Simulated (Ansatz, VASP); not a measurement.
**One calculation of TiAl3F, two programs**

```xyz
5
Lattice="2.9448 0.0000 0.0000 0.0000 2.9448 0.0000 0.0000 0.0000 10.5819" Properties=species:S:1:pos:R:3 pbc="T T T"
Ti    1.4724    1.4724    5.2909
Al    0.0000    0.0000    0.0000
Al    1.4724    1.4724    2.6049
Al    1.4724    1.4724    7.9770
F     1.4724    1.4724    0.0000
```

Alike in both runs: functional PBE; k mesh 12 × 12 × 4; occupations gaussian, width 0.1 eV; no spin polarisation.

Ansatz relaxed the structure, and its values are those at the end. VASP's run is a single point on that final structure, the one shown.

|  | VASP | Ansatz |
| --- | --- | --- |
| version | VASP 6.6.1 | Ansatz 0.2.0 |
| potentials or method | VASP PAW PBE potentials, release 64 (Ti_sv, Al, F), cutoff 520 eV | scalar-relativistic, plane waves, PAW |
| valence electrons in the cell | 28 | 28 |

```csv
,VASP,Ansatz,Ansatz less VASP
gap on the k mesh at the Fermi level (eV),none,none,-
pressure (GPa),-0.1,0.0,+0.09
```

A gap of «none» marks a metal or a gap that the smearing closes. The functional is the same, so the differences come from potentials, cutoffs and numerics.
